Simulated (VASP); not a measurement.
# CdF2 (Fm-3m) in VASP: settings compared

CdF2 is run at these levels: PBE+D3(BJ), BLYP; tasks: single point.

Everything below comes from runs of VASP 6.6.1. Logs are shortened: lines on timing, memory, paths and dates and some standing lists are left out, and cuts for length are marked.

### Step 1. The cell of the first run

The structure is cubic, space group Fm-3m (No. 225). Conventional cell: a = 5.388 Å, b = 5.388 Å, c = 5.388 Å, α = 90.00°, β = 90.00°, γ = 90.00°. Within 3.1 Å of Cd (site symmetry m-3m) lie 8 F at 2.33 Å. F (site symmetry -43m) has 4 Cd at 2.33 Å and 6 F at 2.69 Å within 3.1 Å.

### Step 2. Single point, PBE+D3(BJ)

The input, INCAR:

```
PREC = Accurate
ENCUT = 520
EDIFF = 1E-6
ISMEAR = 0
SIGMA = 0.05
LREAL = F
LASPH = T
NELM = 100
ALGO = Normal
ISIF = 2
LWAVE = F
LCHARG = F
GGA = PE
IVDW = 12
NBANDS = 20
```

The input, KPOINTS:

```
Automatic mesh
0
Gamma
  8 8 8
```

The input, POSCAR:

```
CdF2
1.0
    0.0000000000      2.6939990179      2.6939990179
    2.6939990179      0.0000000000      2.6939990179
    2.6939990179      2.6939990179      0.0000000000
Cd F
1 2
Direct
    0.0000000000      0.0000000000      0.0000000000
    0.2500000000      0.2500000000      0.2500000000
    0.7500000000      0.7500000000      0.7500000000
```

Potentials or basis: VASP PAW PBE potentials, release 64 (Cd, F).

The run is started by

```sh
cat potpaw_PBE.64/Cd/POTCAR potpaw_PBE.64/F/POTCAR > POTCAR
mpirun -np 1 vasp_std > vasp.out
```

OUTCAR:

```text
PREC = Accurate
   ENCUT = 520
   EDIFF = 1E-6
   ISMEAR = 0
   LREAL = F
   LASPH = T
   NELM = 100
   ISIF = 2
   GGA = PE
   IVDW = 12
 IVDW          = 12

 ion  position               nearest neighbor table
   1  0.000  0.000  0.000-   2 2.33   3 2.33   3 2.33   3 2.33   3 2.33   2 2.33   2 2.33   2 2.33

   2  0.250  0.250  0.250-   1 2.33   1 2.33   1 2.33   1 2.33
   3  0.750  0.750  0.750-   1 2.33   1 2.33   1 2.33   1 2.33

  LATTYP: Found a face centered cubic cell.
 ALAT       =     5.3879980358

  Lattice vectors:

 A1 = (   0.0000000000,   2.6939990179,   2.6939990179)
 A2 = (   2.6939990179,   0.0000000000,   2.6939990179)
 A3 = (   2.6939990179,   2.6939990179,   0.0000000000)

Analysis of symmetry for initial positions (statically):
=====================================================================
 Subroutine PRICEL returns:
 Original cell was already a primitive cell.

 Routine SETGRP: Setting up the symmetry group for a
 face centered cubic supercell.

 Subroutine GETGRP returns: Found 48 space group operations
[... 9 lines left out ...]

 Routine SETGRP: Setting up the symmetry group for a
 face centered cubic supercell.

 Subroutine GETGRP returns: Found 48 space group operations
[... 11 lines left out ...]
                                     Primitive cell

  volume of cell :      39.1041

  direct lattice vectors                    reciprocal lattice vectors
     0.000000000  2.693999018  2.693999018    -0.185597692  0.185597692  0.185597692
     2.693999018  0.000000000  2.693999018     0.185597692 -0.185597692  0.185597692
     2.693999018  2.693999018  0.000000000     0.185597692  0.185597692 -0.185597692

  length of vectors
     3.809889948  3.809889948  3.809889948     0.321464632  0.321464632  0.321464632

  position of ions in fractional coordinates (direct lattice)
     0.000000000  0.000000000  0.000000000
     0.250000000  0.250000000  0.250000000
     0.750000000  0.750000000  0.750000000

  ion indices of the primitive-cell ions
   primitive index   ion index
                 1           1
                 2           2
                 3           3

----------------------------------------------------------------------------------------

 KPOINTS: Automatic mesh

Automatic generation of k-mesh.
 Grid dimensions read from file:
 generate k-points for:    8    8    8

 Generating k-lattice:

  Cartesian coordinates                     Fractional coordinates (reciprocal lattice)
    -0.023199712  0.023199712  0.023199712     0.125000000  0.000000000  0.000000000
     0.023199712 -0.023199712  0.023199712     0.000000000  0.125000000  0.000000000
     0.023199712  0.023199712 -0.023199712     0.000000000  0.000000000  0.125000000

  Length of vectors
     0.040183079  0.040183079  0.040183079

  Shift w.r.t. Gamma in fractional coordinates (k-lattice)
     0.000000000  0.000000000  0.000000000

 Subroutine IBZKPT returns following result:
 ===========================================

 Found     29 irreducible k-points:

 Following reciprocal coordinates:
            Coordinates               Weight
  0.000000  0.000000  0.000000      1.000000
  0.125000  0.000000  0.000000      8.000000
  0.250000  0.000000  0.000000      8.000000
  0.375000  0.000000  0.000000      8.000000
  0.500000  0.000000  0.000000      4.000000
  0.125000  0.125000  0.000000      6.000000
[... 16 lines left out ...]
  0.500000  0.250000  0.125000     48.000000
 -0.375000  0.250000  0.125000     24.000000
 [... further k-points ...]
   k-points           NKPTS =     29   k-points in BZ     NKDIM =     29   number of bands    NBANDS=     20
   number of dos      NEDOS =    301   number of ions     NIONS =      3
   total plane-waves  NPLWV =  21952
   dimension x,y,z NGX =    28 NGY =   28 NGZ =   28
   dimension x,y,z NGXF=    56 NGYF=   56 NGZF=   56
   ions per type =               1   2
   NGX,Y,Z   is equivalent  to a cutoff of  12.22, 12.22, 12.22 a.u.
   NGXF,Y,Z  is equivalent  to a cutoff of  24.44, 24.44, 24.44 a.u.
 SYSTEM =  unknown system
   PREC   = accura    normal or accurate (medium, high low for compatibility)
   ISTART =      0    job   : 0-new  1-cont  2-samecut
   ICHARG =      2    charge: 1-file 2-atom 10-const
   ISPIN  =      1    spin polarized calculation?
   LNONCOLLINEAR =      F non collinear calculations
   LSORBIT =      F    spin-orbit coupling
   LASPH  =      T    aspherical Exc in radial PAW
   ENCUT  =  520.0 eV  38.22 Ry    6.18 a.u.   7.08  7.08  7.08*2*pi/ulx,y,z
   NELM   =    100;   NELMIN=  2; NELMDL= -5     # of ELM steps
   EDIFF  = 0.1E-05   stopping-criterion for ELM
   LREAL  =      F    real-space projection
   EDIFFG = 0.1E-04   stopping-criterion for IOM
   NSW    =      0    number of steps for IOM
   IBRION =     -1    ionic relax: 0-MD 1-quasi-New 2-CG
   NFREE  =      0    steps in history (QN), initial steepest desc. (CG)
   ISIF   =      2    stress and relaxation
   ISYM   =      2    0-nonsym 1-usesym 2-fastsym
   POTIM  = 0.5000    time-step for ionic-motion
   TEBEG  =    0.0;   TEEND  =   0.0 temperature during run
   PSTRESS=    0.0 pullay stress
   NELECT =      26.0000    total number of electrons
   NUPDOWN=      -1.0000    fix difference up-down
   EMIN   =  10.00;   EMAX   =-10.00  energy-range for DOS
   EFERMI =   0.00;   METHOD = LEGACY
   ISMEAR =     0;   SIGMA  =   0.05  broadening in eV -4-tet -1-fermi 0-gaus
   EFERMI_NEDOS =   21; number of points for ismear=-14 and -15
   IALGO  =     38    algorithm
   IMIX   =      4    mixing-type and parameters
     AMIX     =   0.40;   BMIX     =  1.00
     AMIX_MAG =   1.60;   BMIX_MAG =  1.00
  volume/ion in A,a.u.               =      13.03        87.96
  Fermi-wavevector in a.u.,A,eV,Ry     =   1.428867  2.700167 27.778488  2.041661
  Thomas-Fermi vector in A             =   2.548883
   LORBIT       =      0    0 simple, 1 ext, 2 COOP (PROOUT), +10 PAW based schemes
   GGA     = PE    functional components
   LHFCALC =     F    Hartree Fock is set to
   AEXX    =    0.0000 exact exchange contribution
   IVDW    =    12    specifies the selected vdW correction
   LEPSILON=     F    determine dielectric tensor
   LRPA    =     F    only Hartree local field effects (RPA)
 non-spin polarized calculation
 Gauss-broadening in eV      SIGMA  =   0.05
  energy-cutoff  :      520.00
  volume of cell :       39.10
 maximum number of plane-waves:      1067
   NGX = 15   NGY = 15   NGZ = 15

 number of electron      25.9999990 magnetization

 Free energy of the ion-electron system (eV)
  ---------------------------------------------------
  ext. energy  EPLUGINS =         0.00000000
  ---------------------------------------------------
  free energy    TOTEN  =       -10.85936841 eV

  energy without entropy =      -10.85936841  energy(sigma->0) =      -10.85936841

 E-fermi :  -1.0234     XC(G=0): -10.4121

 val. band max:       -1.3115402023   @ k =  -0.2500   0.5000   0.2500
 cond. band min:       1.7564697342   @ k =   0.0000   0.0000   0.0000
 fundamental gap:      3.0680099365
 Fermi energy:        -1.0233850326

 k-point     1 :       0.0000    0.0000    0.0000
  band No.  band energies     occupation
      1     -22.1168      2.00000
      2     -21.0120      2.00000
      3      -6.9269      2.00000
      4      -6.9269      2.00000
      5      -6.9269      2.00000
      6      -5.7193      2.00000
[... 12 lines left out ...]
     19      18.5864      0.00000
     20      18.5864      0.00000

 k-point     2 :       0.1250    0.0000    0.0000
  band No.  band energies     occupation
      1     -22.0668      2.00000
      2     -21.0555      2.00000
      3      -6.8679      2.00000
      4      -6.8679      2.00000
      5      -6.7611      2.00000
      6      -5.7371      2.00000
[... 12 lines left out ...]
     19      18.1867      0.00000
     20      18.1867      0.00000

 k-point     3 :       0.2500    0.0000    0.0000
  band No.  band energies     occupation
      1     -21.9325      2.00000
      2     -21.1758      2.00000
      3      -6.7321      2.00000
      4      -6.7321      2.00000
      5      -6.3161      2.00000
      6      -5.7517      2.00000
[... 12 lines left out ...]
     19      17.5202      0.00000
     20      18.2706      0.00000

 k-point     4 :       0.3750    0.0000    0.0000
  band No.  band energies     occupation
      1     -21.7469      2.00000
      2     -21.3435      2.00000
      3      -6.6206      2.00000
      4      -6.6206      2.00000
      5      -5.7591      2.00000
      6      -5.7000      2.00000
[... 12 lines left out ...]
     19      17.0445      0.00000
     20      17.7973      0.00000

 k-point     5 :       0.5000    0.0000    0.0000
  band No.  band energies     occupation
      1     -21.5784      2.00000
      2     -21.5039      2.00000
      3      -6.5870      2.00000
      4      -6.5870      2.00000
      5      -5.6484      2.00000
      6      -5.6484      2.00000
[... 12 lines left out ...]
     19      16.8751      0.00000
     20      17.4475      0.00000
[... 353 lines left out ...]
      6      -5.6036      2.00000
[... 12 lines left out ...]
     19      18.1431      0.00000
     20      20.1273      0.00000

 k-point    22 :       0.3750    0.2500    0.1250
  band No.  band energies     occupation
      1     -21.8384      2.00000
      2     -21.2509      2.00000
      3      -6.5927      2.00000
      4      -6.5519      2.00000
      5      -6.0486      2.00000
      6      -5.9866      2.00000
[... 12 lines left out ...]
     19      18.1627      0.00000
     20      20.5368      0.00000

 k-point    23 :       0.5000    0.2500    0.1250
  band No.  band energies     occupation
      1     -21.6890      2.00000
      2     -21.3804      2.00000
      3      -6.5019      2.00000
      4      -6.4009      2.00000
      5      -5.9518      2.00000
      6      -5.7130      2.00000
[... 12 lines left out ...]
     19      17.6164      0.00000
     20      20.5774      0.00000

 k-point    24 :      -0.3750    0.2500    0.1250
  band No.  band energies     occupation
      1     -21.5489      2.00000
      2     -21.5116      2.00000
      3      -6.4721      2.00000
      4      -6.3622      2.00000
      5      -5.7758      2.00000
      6      -5.7530      2.00000
[... 12 lines left out ...]
     19      17.4033      0.00000
     20      20.9786      0.00000

 [... further k-points ...]

------------------------ aborting loop because EDIFF is reached ----------------------------------------

 Edisp (eV)   -0.50225

 E8    (eV) :    -0.1899

  FORCE on cell =-STRESS in cart. coord.  units (eV):
  Direction    XX          YY          ZZ          XY          YZ          ZX
  --------------------------------------------------------------------------------------
  -------------------------------------------------------------------------------------
  Total       1.00697     1.00697     1.00697    -0.00000     0.00000    -0.00000
  in kB      41.25777    41.25777    41.25777    -0.00000     0.00000    -0.00000
  external pressure =       41.26 kB  Pullay stress =        0.00 kB

 VOLUME and BASIS-vectors are now :
 -----------------------------------------------------------------------------
  energy-cutoff  :      520.00
  volume of cell :       39.10
      direct lattice vectors                 reciprocal lattice vectors
     0.000000000  2.693999018  2.693999018    -0.185597692  0.185597692  0.185597692
     2.693999018  0.000000000  2.693999018     0.185597692 -0.185597692  0.185597692
     2.693999018  2.693999018  0.000000000     0.185597692  0.185597692 -0.185597692

 POSITION                                       TOTAL-FORCE (eV/Angst)
 -----------------------------------------------------------------------------------
      0.00000      0.00000      0.00000        -0.000000     -0.000000     -0.000000
      1.34700      1.34700      1.34700         0.000000      0.000000      0.000000
      4.04100      4.04100      4.04100        -0.000000     -0.000000     -0.000000
 -----------------------------------------------------------------------------------
    total drift:                                0.000000      0.000000      0.000000

  FREE ENERGIE OF THE ION-ELECTRON SYSTEM (eV)
  ---------------------------------------------------
  free  energy   TOTEN  =       -11.3616200758 eV

  energy  without entropy=      -11.3616200758  energy(sigma->0) =      -11.36162008
```

Wall time 16 s (1 thread of Intel Xeon 6975P-C (Granite Rapids), shared host); peak memory 0.17 GiB.

Results:

```yaml
Free_energy: -11.3616 eV
Pressure: 4.1 GPa
Band_gap_on_the_k_mesh: 3.07 eV, indirect (least direct gap 3.57 eV)
Dispersion_energy_per_atom: -0.167 eV
```

Levels at points of the mesh, in eV from the valence-band top:
```
           k point  band 9  band 10  band 11  band 12  band 13  band 14  band 15  band 16  band 17  band 18
(0.00, 0.00, 0.00)   -0.97    -0.97    -0.50    -0.50    -0.50     3.07    12.70    12.70    12.70    17.64
(0.50, 0.00, 0.00)   -2.27    -1.84    -1.84    -0.40    -0.40     7.17     9.16    14.50    14.50    18.19
(0.50, 0.50, 0.00)   -2.96    -2.96    -0.50    -0.09    -0.09     8.00     9.65    11.92    14.29    14.29
```

Caveat: three body term missing. A k mesh can miss the band edges.

[end of part 1 of 2]
